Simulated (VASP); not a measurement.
# Mg (P6_3/mmc) in VASP: a series of runs

Mg is run at these levels: PBE; tasks: single point, relaxation of cell and atoms.

All numbers are computed with VASP 6.6.1; they aren't measurements. Logs are shortened: lines on timing, memory, paths and dates and some standing lists are left out, and cuts for length are marked.

## Step 1: The cell of the first run

It takes space group P6_3/mmc (No. 194, hexagonal). Conventional cell: a = 3.177 Å, b = 3.177 Å, c = 10.319 Å, α = 90.00°, β = 90.00°, γ = 120.00°. Mg (site symmetry -3m) has 12 Mg at 3.17 to 3.18 Å within 4.2 Å. Within 4.2 Å of Mg (site symmetry -6m2) lie 12 Mg at 3.17 to 3.18 Å.

## Step 2: Single point, PBE

INCAR

```
SYSTEM = Mg
PREC = Accurate
ENCUT = 520
EDIFF = 1E-7
ISMEAR = 0
SIGMA = 0.1
LREAL = .False.
LASPH = .True.
NELM = 60
ALGO = Fast
ISIF = 2
LWAVE = .False.
LCHARG = .False.
GGA = PE
NBANDS = 12
```

KPOINTS

```
Automatic mesh
0
Gamma
  6 6 2
  0 0 0
```

POSCAR

```
Mg
1.0
    3.1768261656      0.0000000000      0.0000000000
   -1.5884130828      2.7512121628      0.0000000000
    0.0000000000      0.0000000000     10.3188620100
Mg
4
Direct
    0.0000000000      0.0000000000      0.0000000000
    0.3333333300      0.6666666700      0.2500000000
    0.0000000000      0.0000000000      0.5000000000
    0.6666666700      0.3333333300      0.7500000000
```

Potentials or basis: VASP PAW PBE potentials, release 64 (Mg).

Command:

```sh
$ cat potpaw_PBE.64/Mg/POTCAR > POTCAR
$ mpirun -np 1 vasp_std > vasp.out
```

OUTCAR:

```text
SYSTEM = Mg
   PREC = Accurate
   ENCUT = 520
   EDIFF = 1E-7
   ISMEAR = 0
   LREAL = .False.
   LASPH = .True.
   NELM = 60
   ISIF = 2
   GGA = PE

 ion  position               nearest neighbor table
   1  0.000  0.000  0.000-   2 3.17   4 3.17   2 3.17   4 3.17   4 3.17   2 3.17
   2  0.333  0.667  0.250-   1 3.17   3 3.17   1 3.17   3 3.17   1 3.17   3 3.17
   3  0.000  0.000  0.500-   2 3.17   4 3.17   2 3.17   4 3.17   4 3.17   2 3.17
   4  0.667  0.333  0.750-   1 3.17   3 3.17   1 3.17   3 3.17   1 3.17   3 3.17

  LATTYP: Found a hexagonal cell.
 ALAT       =     3.1768261656
 C/A-ratio  =     3.2481670296

  Lattice vectors:

 A1 = (   3.1768261656,   0.0000000000,   0.0000000000)
 A2 = (  -1.5884130828,   2.7512121628,   0.0000000000)
 A3 = (   0.0000000000,   0.0000000000,  10.3188620100)

Analysis of symmetry for initial positions (statically):
=====================================================================
 Subroutine PRICEL returns:
 Original cell was already a primitive cell.

 Routine SETGRP: Setting up the symmetry group for a
 hexagonal supercell.

 Subroutine GETGRP returns: Found 24 space group operations
 (whereof 12 operations were pure point group operations)
 out of a pool of 24 trial point group operations.

The static configuration has the point symmetry D_3d.
 The point group associated with its full space group is D_6h.

Analysis of symmetry for dynamics (positions and initial velocities):
=====================================================================
 Subroutine PRICEL returns:
 Original cell was already a primitive cell.

 Routine SETGRP: Setting up the symmetry group for a
 hexagonal supercell.

 Subroutine GETGRP returns: Found 24 space group operations
 (whereof 12 operations were pure point group operations)
 out of a pool of 24 trial point group operations.

The dynamic configuration has the point symmetry D_3d.
 The point group associated with its full space group is D_6h.

 Subroutine INISYM returns: Found 24 space group operations
 (whereof 12 operations are pure point group operations),
 and found     1 'primitive' translations

----------------------------------------------------------------------------------------

                                     Primitive cell

  volume of cell :      90.1881

  direct lattice vectors                    reciprocal lattice vectors
     3.176826166  0.000000000  0.000000000     0.314779578  0.181738074  0.000000000
    -1.588413083  2.751212163  0.000000000     0.000000000  0.363476148  0.000000000
     0.000000000  0.000000000 10.318862010     0.000000000  0.000000000  0.096909911

  length of vectors
     3.176826166  3.176826166 10.318862010     0.363476148  0.363476148  0.096909911

  position of ions in fractional coordinates (direct lattice)
     0.000000000  0.000000000  0.000000000
     0.333333330  0.666666670  0.250000000
     0.000000000  0.000000000  0.500000000
     0.666666670  0.333333330  0.750000000

  ion indices of the primitive-cell ions
   primitive index   ion index
                 1           1
                 2           2
                 3           3
                 4           4

----------------------------------------------------------------------------------------

 KPOINTS: Automatic mesh

Automatic generation of k-mesh.
 Grid dimensions read from file:
 generate k-points for:    6    6    2

 Generating k-lattice:

  Cartesian coordinates                     Fractional coordinates (reciprocal lattice)
     0.052463263  0.030289679  0.000000000     0.166666667 -0.000000000  0.000000000
     0.000000000  0.060579358  0.000000000     0.000000000  0.166666667  0.000000000
     0.000000000  0.000000000  0.048454956     0.000000000  0.000000000  0.500000000

  Length of vectors
     0.060579358  0.060579358  0.048454956

  Shift w.r.t. Gamma in fractional coordinates (k-lattice)
     0.000000000  0.000000000  0.000000000

 Subroutine IBZKPT returns following result:
 ===========================================

 Found     14 irreducible k-points:

 Following reciprocal coordinates:
            Coordinates               Weight
  0.000000  0.000000  0.000000      1.000000
  0.166667  0.000000  0.000000      6.000000
  0.333333  0.000000  0.000000      6.000000
  0.500000 -0.000000  0.000000      3.000000
  0.166667  0.166667  0.000000      6.000000
  0.333333  0.166667  0.000000     12.000000
  0.333333  0.333333  0.000000      2.000000
  0.000000  0.000000  0.500000      1.000000
  0.166667  0.000000  0.500000      6.000000
  0.333333  0.000000  0.500000      6.000000
  0.500000 -0.000000  0.500000      3.000000
  0.166667  0.166667  0.500000      6.000000
  0.333333  0.166667  0.500000     12.000000
  0.333333  0.333333  0.500000      2.000000
   k-points           NKPTS =     14   k-points in BZ     NKDIM =     14   number of bands    NBANDS=     12
   number of dos      NEDOS =    301   number of ions     NIONS =      4
   total plane-waves  NPLWV =  46080
   dimension x,y,z NGX =    24 NGY =   24 NGZ =   80
   dimension x,y,z NGXF=    48 NGYF=   48 NGZF=  160
   ions per type =               4
   NGX,Y,Z   is equivalent  to a cutoff of  12.56, 12.56, 12.89 a.u.
   NGXF,Y,Z  is equivalent  to a cutoff of  25.12, 25.12, 25.78 a.u.
 SYSTEM =  Mg
   PREC   = accura    normal or accurate (medium, high low for compatibility)
   ISTART =      0    job   : 0-new  1-cont  2-samecut
   ICHARG =      2    charge: 1-file 2-atom 10-const
   ISPIN  =      1    spin polarized calculation?
   LNONCOLLINEAR =      F non collinear calculations
   LSORBIT =      F    spin-orbit coupling
   LASPH  =      T    aspherical Exc in radial PAW
   ENCUT  =  520.0 eV  38.22 Ry    6.18 a.u.   5.91  5.91 19.19*2*pi/ulx,y,z
   NELM   =     60;   NELMIN=  2; NELMDL= -5     # of ELM steps
   EDIFF  = 0.1E-06   stopping-criterion for ELM
   LREAL  =      F    real-space projection
   EDIFFG = 0.1E-05   stopping-criterion for IOM
   NSW    =      0    number of steps for IOM
   IBRION =     -1    ionic relax: 0-MD 1-quasi-New 2-CG
   NFREE  =      0    steps in history (QN), initial steepest desc. (CG)
   ISIF   =      2    stress and relaxation
   ISYM   =      2    0-nonsym 1-usesym 2-fastsym
   POTIM  = 0.5000    time-step for ionic-motion
   TEBEG  =    0.0;   TEEND  =   0.0 temperature during run
   PSTRESS=    0.0 pullay stress
   NELECT =       8.0000    total number of electrons
   NUPDOWN=      -1.0000    fix difference up-down
   EMIN   =  10.00;   EMAX   =-10.00  energy-range for DOS
   EFERMI =   0.00;   METHOD = LEGACY
   ISMEAR =     0;   SIGMA  =   0.10  broadening in eV -4-tet -1-fermi 0-gaus
   EFERMI_NEDOS =   21; number of points for ismear=-14 and -15
   IALGO  =     68    algorithm
   IMIX   =      4    mixing-type and parameters
     AMIX     =   0.40;   BMIX     =  1.00
     AMIX_MAG =   1.60;   BMIX_MAG =  1.00
  volume/ion in A,a.u.               =      22.55       152.15
  Fermi-wavevector in a.u.,A,eV,Ry     =   0.730110  1.379708  7.252733  0.533061
  Thomas-Fermi vector in A             =   1.821999
   LORBIT       =      0    0 simple, 1 ext, 2 COOP (PROOUT), +10 PAW based schemes
   GGA     = PE    functional components
   LHFCALC =     F    Hartree Fock is set to
   AEXX    =    0.0000 exact exchange contribution
   IVDW    =     0    specifies the selected vdW correction
   LEPSILON=     F    determine dielectric tensor
   LRPA    =     F    only Hartree local field effects (RPA)
 non-spin polarized calculation
 RMM-DIIS sequential band-by-band and
 Gauss-broadening in eV      SIGMA  =   0.10
  energy-cutoff  :      520.00
  volume of cell :       90.19
 maximum number of plane-waves:      2444
 NGX is ok and might be reduce to    24
   NGX = 11   NGY = 11   NGZ = 39

 number of electron       8.0000000 magnetization

 Free energy of the ion-electron system (eV)
  ---------------------------------------------------
  ext. energy  EPLUGINS =         0.00000000
  ---------------------------------------------------
  free energy    TOTEN  =        -5.87323140 eV

  energy without entropy =       -5.85872875  energy(sigma->0) =       -5.86598007

 E-fermi :   2.6010     XC(G=0):  -8.5479

 val. band max:        2.5485901513   @ k =   0.3333   0.3333   0.5000
 cond. band min:       2.6182763649   @ k =   0.3333   0.1667   0.0000
 fundamental gap:      0.0696862135
 Fermi energy:         2.6009543060

 k-point     1 :       0.0000    0.0000    0.0000
  band No.  band energies     occupation
      1      -4.2821      2.00000
      2      -2.8766      2.00000
      3      -2.8728      2.00000
      4       1.0115      2.00000
      5       1.4834      2.00000
      6       7.8009      0.00000
      7       7.8093      0.00000
      8      13.7990      0.00000
      9      13.7990      0.00000
     10      13.8789      0.00000
     11      13.8789      0.00000
     12      14.5891      0.00000

 k-point     2 :       0.1667    0.0000    0.0000
  band No.  band energies     occupation
      1      -3.7297      2.00000
      2      -2.3323      2.00000
      3      -2.3287      2.00000
      4       1.5161      2.00000
      5       2.0157      2.00000
      6       8.0720      0.00000
      7       8.2017      0.00000
      8       9.1730      0.00000
      9      10.1403      0.00000
     10      10.2536      0.00000
     11      11.5445      0.00000
     12      12.2875      0.00000
[... 151 lines left out ...]
 k-point    13 :       0.3333    0.1667    0.5000
  band No.  band energies     occupation
      1      -0.1452      2.00000
      2      -0.1452      2.00000
      3       2.3808      1.99815
      4       2.3808      1.99815
      5       3.1637      0.00000
      6       3.1637      0.00000
      7       5.4762      0.00000
      8       5.4762      0.00000
      9       6.2614      0.00000
     10       6.2614      0.00000
     11       8.1519      0.00000
     12       8.1519      0.00000

 k-point    14 :       0.3333    0.3333    0.5000
  band No.  band energies     occupation
      1       2.3255      1.99990
      2       2.3255      1.99990
      3       2.4288      1.98507
      4       2.4288      1.98507
      5       2.5486      1.54103
      6       2.5486      1.54103
      7       4.6960      0.00000
      8       4.6960      0.00000
      9       5.4305      0.00000
     10       5.4305      0.00000
     11       5.7754      0.00000
     12       5.7754      0.00000

------------------------ aborting loop because EDIFF is reached ----------------------------------------

  FORCE on cell =-STRESS in cart. coord.  units (eV):
  Direction    XX          YY          ZZ          XY          YZ          ZX
  --------------------------------------------------------------------------------------
  -------------------------------------------------------------------------------------
  Total        0.1480839      0.1480839      0.7272219      0.0000000      0.0000000      0.0000000
  in kB        2.6306864      2.6306864     12.9189784      0.0000000      0.0000000      0.0000000
  external PRESSURE =       6.0601170 kB  Pullay stress =       0.0000000 kB

 VOLUME and BASIS-vectors are now :
 -----------------------------------------------------------------------------
  energy-cutoff  :      520.00
  volume of cell :       90.19
      direct lattice vectors                 reciprocal lattice vectors
     3.176826166  0.000000000  0.000000000     0.314779578  0.181738074  0.000000000
    -1.588413083  2.751212163  0.000000000     0.000000000  0.363476148  0.000000000
     0.000000000  0.000000000 10.318862010     0.000000000  0.000000000  0.096909911

 POSITION                                       TOTAL-FORCE (eV/Angst)
 -----------------------------------------------------------------------------------
      0.00000      0.00000      0.00000        -0.000000      0.000000      0.000000
     -0.00000      1.83414      2.57972         0.000000      0.000000      0.000000
      0.00000      0.00000      5.15943         0.000000      0.000000      0.000000
      1.58841      0.91707      7.73915        -0.000000     -0.000000      0.000000
 -----------------------------------------------------------------------------------
    total drift:                                0.000000      0.000000     -0.000000

  FREE ENERGIE OF THE ION-ELECTRON SYSTEM (eV)
  ---------------------------------------------------
  free  energy   TOTEN  =        -5.8732313953 eV

  energy  without entropy=       -5.8587287453  energy(sigma->0) =       -5.86598007
```

It took 11 s on 1 thread of AMD EPYC 7R13 (Zen 3), shared host; peak memory 0.16 GiB.

What came out:

- Free energy: -5.8732 eV
- Pressure: 0.6 GPa
- Band gap on the k mesh: zero (band 4 reaches 3.03 eV, above the bottom of band 5 at 1.48 eV)

Stress tensor (GPa, compression positive):
```
0.26 0.00 0.00
0.00 0.26 0.00
0.00 0.00 1.29
```

Levels at points of the mesh, in eV from the Fermi level:
```csv
k point,band 1,band 2,band 3,band 4,band 5,band 6,band 7,band 8
"(0.00, 0.00, 0.00)",-6.88,-5.48,-5.47,-1.59,-1.12,5.20,5.21,11.20
"(0.50, 0.00, 0.00)",-2.04,-2.03,-0.97,-0.94,-0.38,-0.35,2.91,3.07
"(0.00, 0.00, 0.50)",-6.53,-6.53,-3.75,-3.75,1.65,1.65,9.22,9.22
"(0.50, 0.00, 0.50)",-1.76,-1.76,-1.64,-1.64,0.81,0.81,1.27,1.27
```

Caveat: the k points lie up to 0.38 Å⁻¹ apart.

## Step 3: Single point, PBE

This run uses another cell than the first one, of 23.02 Å³/atom, 1.021 times its volume.

INCAR

```
SYSTEM = Mg
  ALGO = Fast
  EDIFF = 1E-6
  ENCUT = 520
  GGA = PE
  ISIF = 2
  ISMEAR = 0
  LASPH = .TRUE.
  LCHARG = .TRUE.
  LELF = .TRUE.
  LREAL = .FALSE.
  LVHAR = .TRUE.
  LWAVE = .FALSE.
  NBANDS = 12
  NELM = 80
  PREC = Accurate
  SIGMA = 0.1
```

KPOINTS

```
k-points
0
G
  18 18 6
  0 0 0
```

POSCAR

```
Mg
1.0
    3.1969280570      0.0000000000      0.0000000000
   -1.5984640285      2.7686209114      0.0000000000
    0.0000000000      0.0000000000     10.4037818128
Mg
4
Direct
    0.0000000000      0.0000000000      0.0000000000
    0.3333333333      0.6666666667      0.2500000000
    0.0000000000      0.0000000000      0.5000000000
    0.6666666667      0.3333333333      0.7500000000
```

Potentials or basis: VASP PAW PBE potentials, release 64 (Mg).

Command:

```sh
$ cat potpaw_PBE.64/Mg/POTCAR > POTCAR
$ mpirun -np 1 vasp_std > vasp.out
```

Run time: 75 s. Hardware: 1 thread of AMD EPYC 7R13 (Zen 3), shared host; peak memory 0.26 GiB.

Results (log left out):

| Property | Result |
| --- | --- |
| Free energy | -6.0090 eV |
| Pressure | -0.1 GPa |
| Band gap on the k mesh | zero (band 4 reaches 3.59 eV, above the bottom of band 5 at 1.36 eV) |

Levels at points of the mesh, in eV from the Fermi level:
| k point | band 1 | band 2 | band 3 | band 4 | band 5 | band 6 | band 7 | band 8 |
| --- | --- | --- | --- | --- | --- | --- | --- | --- |
| (0.00, 0.00, 0.00) | -6.89 | -5.51 | -5.51 | -1.66 | -1.23 | 5.01 | 5.02 | 10.99 |
| (0.50, 0.00, 0.00) | -2.10 | -2.10 | -1.04 | -1.02 | -0.48 | -0.45 | 2.78 | 2.96 |
| (0.00, 0.00, 0.50) | -6.54 | -6.54 | -3.80 | -3.80 | 1.51 | 1.51 | 8.98 | 8.98 |
| (0.50, 0.00, 0.50) | -1.83 | -1.83 | -1.72 | -1.72 | 0.70 | 0.70 | 1.15 | 1.15 |

[end of part 1 of 3]
